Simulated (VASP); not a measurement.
# Ag (P3_121) in VASP: single point with PBEsol

Aim: the single point of Ag with PBEsol.

Program: VASP 6.6.1. These are calculated values, not measurements. Logs are shortened: lines on timing, memory, paths and dates and some standing lists are left out, and cuts for length are marked.

### 1 The cell of the first run

The structure is trigonal, space group P3_121 (No. 152). The conventional cell has a = 3.782 Å, b = 3.782 Å, c = 4.290 Å, α = 90.00°, β = 90.00°, γ = 120.00°. Within 2.7 Å of Ag (site symmetry 2) lie 2 Ag at 2.06 Å.

### 2 Single point, PBEsol

INCAR

```
PREC     = Accurate       # precision mode
ENCUT    = 500            # plane-wave cutoff, eV
EDIFF    = 1E-6           # SCF threshold, eV
ISMEAR   = 0              # smearing method
SIGMA    = 0.1            # smearing width, eV
LREAL    = F              # projectors in reciprocal space
LASPH    = T              # aspherical terms in the spheres
NELM     = 120            # most SCF steps
ALGO     = Normal         # electronic algorithm
ISIF     = 2              # what is computed and relaxed
LWAVE    = F              # write WAVECAR
LCHARG   = T              # write CHGCAR
GGA      = PS             # functional
LELF     = T              # ELF
LVHAR    = T            
NBANDS   = 24             # bands
GGA_COMPAT= F
```

KPOINTS

```
Automatic mesh
0
Gamma
  6 6 4
```

POSCAR

```
Ag
1.0
    3.7816700517      0.0000000000      0.0000000000
   -1.8908350259      3.2750223335      0.0000000000
    0.0000000000      0.0000000000      4.2904312645
Ag
3
Direct
    0.2254000000      0.0000000000      0.3333333333
    0.0000000000      0.2254000000      0.6666666667
    0.7746000000      0.7746000000      0.0000000000
```

Potentials or basis: VASP PAW PBE potentials, release 64 (Ag).

The run is started by

```console
cat potpaw_PBE.64/Ag/POTCAR > POTCAR
mpirun -np 1 vasp_std > vasp.out
```

OUTCAR:

```text
PREC = Accurate
   ENCUT = 500
   EDIFF = 1E-6
   ISMEAR = 0
   LREAL = F
   LASPH = T
   NELM = 120
   ISIF = 2
   GGA = PS

 ion  position               nearest neighbor table
   1  0.225  0.000  0.333-   3 2.06   2 2.06   3 2.98   3 2.98   2 2.98   2 2.98   2 3.22   3 3.22

   2  0.000  0.225  0.667-   3 2.06   1 2.06   3 2.98   3 2.98   1 2.98   1 2.98   1 3.22   3 3.22

   3  0.775  0.775  0.000-   1 2.06   2 2.06   2 2.98   1 2.98   1 2.98   2 2.98   1 3.22   2 3.22

  LATTYP: Found a hexagonal cell.
 ALAT       =     3.7816700517
 C/A-ratio  =     1.1345334749

  Lattice vectors:

 A1 = (   3.7816700517,   0.0000000000,   0.0000000000)
 A2 = (  -1.8908350259,   3.2750223335,   0.0000000000)
 A3 = (   0.0000000000,   0.0000000000,   4.2904312645)

Analysis of symmetry for initial positions (statically):
=====================================================================
 Subroutine PRICEL returns:
 Original cell was already a primitive cell.

 Routine SETGRP: Setting up the symmetry group for a
 hexagonal supercell.

 Subroutine GETGRP returns: Found  6 space group operations
 (whereof  2 operations were pure point group operations)
 out of a pool of 24 trial point group operations.

The static configuration has the point symmetry C_2 .
 The point group associated with its full space group is D_3 .

Analysis of symmetry for dynamics (positions and initial velocities):
=====================================================================
 Subroutine PRICEL returns:
 Original cell was already a primitive cell.

 Routine SETGRP: Setting up the symmetry group for a
 hexagonal supercell.

 Subroutine GETGRP returns: Found  6 space group operations
 (whereof  2 operations were pure point group operations)
 out of a pool of 24 trial point group operations.

The dynamic configuration has the point symmetry C_2 .
 The point group associated with its full space group is D_3 .

 Subroutine INISYM returns: Found  6 space group operations
 (whereof  2 operations are pure point group operations),
 and found     1 'primitive' translations

----------------------------------------------------------------------------------------

[... 85 lines left out ...]
   ISTART =      0    job   : 0-new  1-cont  2-samecut
   ICHARG =      2    charge: 1-file 2-atom 10-const
   ISPIN  =      1    spin polarized calculation?
   LNONCOLLINEAR =      F non collinear calculations
   LSORBIT =      F    spin-orbit coupling
   LASPH  =      T    aspherical Exc in radial PAW
   ENCUT  =  500.0 eV  36.75 Ry    6.06 a.u.   6.89  6.89  7.82*2*pi/ulx,y,z
   NELM   =    120;   NELMIN=  2; NELMDL= -5     # of ELM steps
   EDIFF  = 0.1E-05   stopping-criterion for ELM
   LREAL  =      F    real-space projection
   EDIFFG = 0.1E-04   stopping-criterion for IOM
   NSW    =      0    number of steps for IOM
   IBRION =     -1    ionic relax: 0-MD 1-quasi-New 2-CG
   NFREE  =      0    steps in history (QN), initial steepest desc. (CG)
   ISIF   =      2    stress and relaxation
   ISYM   =      2    0-nonsym 1-usesym 2-fastsym
   POTIM  = 0.5000    time-step for ionic-motion
   TEBEG  =    0.0;   TEEND  =   0.0 temperature during run
   PSTRESS=    0.0 pullay stress
   NELECT =      33.0000    total number of electrons
   NUPDOWN=      -1.0000    fix difference up-down
   EMIN   =  10.00;   EMAX   =-10.00  energy-range for DOS
   EFERMI =   0.00;   METHOD = LEGACY
   ISMEAR =     0;   SIGMA  =   0.10  broadening in eV -4-tet -1-fermi 0-gaus
   EFERMI_NEDOS =   21; number of points for ismear=-14 and -15
   IALGO  =     38    algorithm
   IMIX   =      4    mixing-type and parameters
     AMIX     =   0.40;   BMIX     =  1.00
     AMIX_MAG =   1.60;   BMIX_MAG =  1.00
  volume/ion in A,a.u.               =      17.71       119.53
  Fermi-wavevector in a.u.,A,eV,Ry     =   1.396732  2.639441 26.543079  1.950861
  Thomas-Fermi vector in A             =   2.520058
   LORBIT       =      0    0 simple, 1 ext, 2 COOP (PROOUT), +10 PAW based schemes
   GGA     = PS    functional components
   LHFCALC =     F    Hartree Fock is set to
   AEXX    =    0.0000 exact exchange contribution
   IVDW    =     0    specifies the selected vdW correction
   LEPSILON=     F    determine dielectric tensor
   LRPA    =     F    only Hartree local field effects (RPA)
 non-spin polarized calculation
 Gauss-broadening in eV      SIGMA  =   0.10
  energy-cutoff  :      500.00
  volume of cell :       53.14
 maximum number of plane-waves:      1362
   NGX = 13   NGY = 13   NGZ = 15

 number of electron      32.9999998 magnetization

 Free energy of the ion-electron system (eV)
  ---------------------------------------------------
  ext. energy  EPLUGINS =         0.00000000
  ---------------------------------------------------
  free energy    TOTEN  =        -1.72621624 eV

  energy without entropy =       -1.72399834  energy(sigma->0) =       -1.72510729

 E-fermi :   7.9639     XC(G=0): -11.9391

 val. band max:        7.8086498785   @ k =   0.0000   0.1667   0.2500
 cond. band min:       8.0607721907   @ k =  -0.1667   0.5000   0.2500
 fundamental gap:      0.2521223122
 Fermi energy:         7.9638566270

 k-point     1 :       0.0000    0.0000    0.0000
  band No.  band energies     occupation
      1      -0.0651      2.00000
      2      -0.0651      2.00000
      3       0.3514      2.00000
      4       0.6358      2.00000
      5       0.6717      2.00000
      6       0.6717      2.00000
[... 637 lines left out ...]
     23      24.0891      0.00000
     24      24.0903      0.00000

------------------------ aborting loop because EDIFF is reached ----------------------------------------

  FORCE on cell =-STRESS in cart. coord.  units (eV):
  Direction    XX          YY          ZZ          XY          YZ          ZX
  --------------------------------------------------------------------------------------
  -------------------------------------------------------------------------------------
  Total       16.3367935     16.3367935     33.4884561     -0.0000000      0.0000000      0.0000000
  in kB      492.5820174    492.5820174   1009.7337200     -0.0000000      0.0000000      0.0000000
  external PRESSURE =     664.9659183 kB  Pullay stress =       0.0000000 kB

 VOLUME and BASIS-vectors are now :
 -----------------------------------------------------------------------------
  energy-cutoff  :      500.00
  volume of cell :       53.14
      direct lattice vectors                 reciprocal lattice vectors
     3.781670052  0.000000000  0.000000000     0.264433435  0.152670715  0.000000000
    -1.890835026  3.275022333  0.000000000     0.000000000  0.305341429  0.000000000
     0.000000000  0.000000000  4.290431264     0.000000000  0.000000000  0.233076802

 POSITION                                       TOTAL-FORCE (eV/Angst)
 -----------------------------------------------------------------------------------
      0.85239      0.00000      1.43014        15.019797      0.000000      0.000000
     -0.42619      0.73819      2.86029        -7.509898     13.007525     -0.000000
      1.46464      2.53683      0.00000        -7.509898    -13.007525     -0.000000
 -----------------------------------------------------------------------------------
    total drift:                                0.000003      0.000005     -0.000000

  FREE ENERGIE OF THE ION-ELECTRON SYSTEM (eV)
  ---------------------------------------------------
  free  energy   TOTEN  =        -1.7262162357 eV

  energy  without entropy=       -1.7239983372  energy(sigma->0) =       -1.72510729
```

stdout:

```text
POSCAR found type information on POSCAR Ag
 POSCAR found :  1 types and       3 ions
 scaLAPACK will be used
 -----------------------------------------------------------------------------
|                                                                             |
|                                                                             |
|     You enforced a specific xc type in the INCAR file but a different       |
|     I HOPE YOU KNOW WHAT YOU ARE DOING!                                     |
|                                                                             |
 -----------------------------------------------------------------------------

 LDA part: xc-table for (Slater+PW92), standard interpolation
 POSCAR, INCAR and KPOINTS ok, starting setup
 FFT: planning ... GRIDC
 FFT: planning ... GRID_SOFT
 FFT: planning ... GRID
 WAVECAR not read
 entering main loop
```

It took 32 s on 1 thread of Intel Xeon Platinum 8375C at 2.90GHz (Ice Lake), shared host; peak memory 0.17 GiB.

Results:

```yaml
Free_energy: -1.7262 eV
Pressure: 66.5 GPa
Largest_force: 15.020 eV/Å
```

Forces in eV/Å, atoms in the order of the input:
```
Ag   15.020   0.000   0.000
Ag   -7.510  13.008   0.000
Ag   -7.510 -13.008   0.000
```

Stress tensor (GPa, compression positive):
```
 49.26   0.00   0.00
  0.00  49.26   0.00
  0.00   0.00 100.97
```

Caveat: the k points lie up to 0.37 Å⁻¹ apart; the PAW data sets were made with another functional, which shifts forces and pressure a little.
